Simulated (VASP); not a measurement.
# SrO (sol) (Fm-3m) in VASP: further runs, part 2 of 2

VASP 6.6.1. Earlier steps stand in the parts before.

## 3. Single point, PBEsol

File INCAR:

```
PREC = Accurate
ENCUT = 600
EDIFF = 1E-6
ISMEAR = 0
SIGMA = 0.01
LREAL = F
LASPH = T
NELM = 120
ALGO = Normal
ISIF = 2
LWAVE = F
LCHARG = F
GGA = PS
NBANDS = 15
GGA_COMPAT = F
```

File KPOINTS:

```
Automatic mesh
0
Gamma
  6 6 6
```

File POSCAR:

```
SrO
1.0
    0.0000000000      2.5357135872      2.5357135872
    2.5357135872      0.0000000000      2.5357135872
    2.5357135872      2.5357135872      0.0000000000
Sr O
1 1
Direct
    0.0000000000      0.0000000000      0.0000000000
    0.5000000000      0.5000000000      0.5000000000
```

Potentials or basis: VASP PAW PBE potentials, release 64 (Sr_sv, O).

Run with:

```bash
> cat potpaw_PBE.64/Sr_sv/POTCAR potpaw_PBE.64/O/POTCAR > POTCAR
> mpirun -np 1 vasp_std > vasp.out
```

OUTCAR:

```text
PREC = Accurate
   ENCUT = 600
   EDIFF = 1E-6
   ISMEAR = 0
   LREAL = F
   LASPH = T
   NELM = 120
   ISIF = 2
   GGA = PS

 ion  position               nearest neighbor table
   1  0.000  0.000  0.000-   2 2.54   2 2.54   2 2.54   2 2.54   2 2.54   2 2.54
   2  0.500  0.500  0.500-   1 2.54   1 2.54   1 2.54   1 2.54   1 2.54   1 2.54

  LATTYP: Found a face centered cubic cell.
 ALAT       =     5.0714271744

  Lattice vectors:

 A1 = (   0.0000000000,   2.5357135872,   2.5357135872)
 A2 = (   2.5357135872,   0.0000000000,   2.5357135872)
 A3 = (   2.5357135872,   2.5357135872,   0.0000000000)

Analysis of symmetry for initial positions (statically):
=====================================================================
 Subroutine PRICEL returns:
 Original cell was already a primitive cell.

 Routine SETGRP: Setting up the symmetry group for a
 face centered cubic supercell.

 Subroutine GETGRP returns: Found 48 space group operations
 (whereof 48 operations were pure point group operations)
 out of a pool of 48 trial point group operations.

The static configuration has the point symmetry O_h .

Analysis of symmetry for dynamics (positions and initial velocities):
=====================================================================
 Subroutine PRICEL returns:
 Original cell was already a primitive cell.

 Routine SETGRP: Setting up the symmetry group for a
 face centered cubic supercell.

 Subroutine GETGRP returns: Found 48 space group operations
 (whereof 48 operations were pure point group operations)
 out of a pool of 48 trial point group operations.

The dynamic configuration has the point symmetry O_h .

 Subroutine INISYM returns: Found 48 space group operations
 (whereof 48 operations are pure point group operations),
 and found     1 'primitive' translations

[... 111 lines left out ...]
   LHFCALC =     F    Hartree Fock is set to
   AEXX    =    0.0000 exact exchange contribution
   IVDW    =     0    specifies the selected vdW correction
   LEPSILON=     F    determine dielectric tensor
   LRPA    =     F    only Hartree local field effects (RPA)
 non-spin polarized calculation
 Gauss-broadening in eV      SIGMA  =   0.01
  energy-cutoff  :      600.00
  volume of cell :       32.61
 maximum number of plane-waves:      1113
 NGX is ok and might be reduce to    30
   NGX = 15   NGY = 15   NGZ = 15

 number of electron      15.9999999 magnetization

 Free energy of the ion-electron system (eV)
  ---------------------------------------------------
  ext. energy  EPLUGINS =         0.00000000
  ---------------------------------------------------
  free energy    TOTEN  =       -12.62644942 eV

  energy without entropy =      -12.62644942  energy(sigma->0) =      -12.62644942

 E-fermi :   1.8456     XC(G=0): -10.4775

 val. band max:        1.6885983290   @ k =   0.0000   0.0000   0.0000
 cond. band min:       4.8100752688   @ k =   0.5000   0.5000   0.0000
 fundamental gap:      3.1214769397
 Fermi energy:         1.8456157255

 k-point     1 :       0.0000    0.0000    0.0000
  band No.  band energies     occupation
      1     -30.4104      2.00000
      2     -13.3619      2.00000
      3     -12.0155      2.00000
      4     -12.0155      2.00000
      5     -12.0155      2.00000
      6       1.6886      2.00000
      7       1.6886      2.00000
      8       1.6886      2.00000
      9       5.8105      0.00000
     10       7.9352      0.00000
     11       7.9352      0.00000
     12       7.9352      0.00000
     13      10.2269      0.00000
     14      10.2269      0.00000
[... 257 lines left out ...]
      2     -13.9458      2.00000
      3     -12.9771      2.00000
      4     -12.6295      2.00000
      5     -11.6378      2.00000
      6       0.7480      2.00000
      7       1.2825      2.00000
      8       1.3756      2.00000
      9       6.2833      0.00000
     10       9.3900      0.00000
     11      10.4486      0.00000
     12      13.0625      0.00000
     13      13.2001      0.00000
     14      15.0545      0.00000
     15      15.5859      0.00000

------------------------ aborting loop because EDIFF is reached ----------------------------------------

  FORCE on cell =-STRESS in cart. coord.  units (eV):
  Direction    XX          YY          ZZ          XY          YZ          ZX
  --------------------------------------------------------------------------------------
  -------------------------------------------------------------------------------------
  Total        0.7459886      0.7459886      0.7459886      0.0000000     -0.0000000     -0.0000000
  in kB       36.6532219     36.6532219     36.6532219      0.0000000     -0.0000000     -0.0000000
  external PRESSURE =      36.6532219 kB  Pullay stress =       0.0000000 kB

 VOLUME and BASIS-vectors are now :
 -----------------------------------------------------------------------------
  energy-cutoff  :      600.00
  volume of cell :       32.61
      direct lattice vectors                 reciprocal lattice vectors
     0.000000000  2.535713587  2.535713587    -0.197183153  0.197183153  0.197183153
     2.535713587  0.000000000  2.535713587     0.197183153 -0.197183153  0.197183153
     2.535713587  2.535713587  0.000000000     0.197183153  0.197183153 -0.197183153

 POSITION                                       TOTAL-FORCE (eV/Angst)
 -----------------------------------------------------------------------------------
      0.00000      0.00000      0.00000         0.000000     -0.000000      0.000000
      2.53571      2.53571      2.53571        -0.000000      0.000000     -0.000000
 -----------------------------------------------------------------------------------
    total drift:                                0.000000      0.000000      0.000000

  FREE ENERGIE OF THE ION-ELECTRON SYSTEM (eV)
  ---------------------------------------------------
  free  energy   TOTEN  =       -12.6264494200 eV

  energy  without entropy=      -12.6264494200  energy(sigma->0) =      -12.62644942
```

OSZICAR:

```text
N       E                     dE             d eps       ncg     rms          rms(c)
DAV:   1     0.716524750704E+02    0.71652E+02   -0.93211E+03   480   0.118E+03
DAV:   2    -0.113482282916E+02   -0.83001E+02   -0.77152E+02   642   0.235E+02
DAV:   3    -0.145563471160E+02   -0.32081E+01   -0.31921E+01   617   0.406E+01
DAV:   4    -0.146137766182E+02   -0.57430E-01   -0.57423E-01   581   0.534E+00
DAV:   5    -0.146149349420E+02   -0.11583E-02   -0.11583E-02   631   0.604E-01    0.185E+01
DAV:   6    -0.127881750277E+02    0.18268E+01   -0.56157E+00   487   0.186E+01    0.215E+01
DAV:   7    -0.126525377490E+02    0.13564E+00   -0.26809E-01   578   0.463E+00    0.126E+01
DAV:   8    -0.126252702045E+02    0.27268E-01   -0.11857E-01   648   0.332E+00    0.534E-01
DAV:   9    -0.126262704813E+02   -0.10003E-02   -0.55613E-03   606   0.463E-01    0.230E-01
DAV:  10    -0.126263737430E+02   -0.10326E-03   -0.28570E-04   536   0.169E-01    0.815E-02
DAV:  11    -0.126264406438E+02   -0.66901E-04   -0.77543E-05   587   0.702E-02    0.246E-02
DAV:  12    -0.126264493934E+02   -0.87496E-05   -0.10459E-05   551   0.274E-02    0.879E-03
DAV:  13    -0.126264494200E+02   -0.26629E-07   -0.77257E-07   359   0.732E-03
   1 F= -.12626449E+02 E0= -.12626449E+02  d E =-.662337-111
```

stdout:

```text
POSCAR found type information on POSCAR SrO
 POSCAR found :  2 types and       2 ions
 scaLAPACK will be used
 -----------------------------------------------------------------------------
|                                                                             |
|                                                                             |
|     You enforced a specific xc type in the INCAR file but a different       |
|     I HOPE YOU KNOW WHAT YOU ARE DOING!                                     |
|                                                                             |
 -----------------------------------------------------------------------------

 LDA part: xc-table for (Slater+PW92), standard interpolation
 POSCAR, INCAR and KPOINTS ok, starting setup
 FFT: planning ... GRIDC
 FFT: planning ... GRID_SOFT
 FFT: planning ... GRID
 WAVECAR not read
 entering main loop
```

Wall time 17 s (1 thread of Intel Xeon 8259CL, shared host); peak memory 0.17 GiB.

What came out:

- Free energy: -12.6264 eV
- Pressure: 3.7 GPa
- Band gap on the k mesh: 3.12 eV, indirect (least direct gap 3.18 eV)

Levels at points of the mesh, in eV from the valence-band top:
```csv
k point,band 5,band 6,band 7,band 8,band 9,band 10,band 11,band 12
"(0.00, 0.00, 0.00)",-13.70,0.00,0.00,0.00,4.12,6.25,6.25,6.25
"(0.50, 0.00, 0.00)",-12.49,-2.31,-1.24,-1.24,6.67,8.62,9.08,9.08
"(0.50, 0.50, 0.00)",-14.13,-0.36,-0.06,-0.06,3.12,8.08,10.47,10.59
```

Caveat: the PAW data sets were made with another functional, which shifts forces and pressure a little.
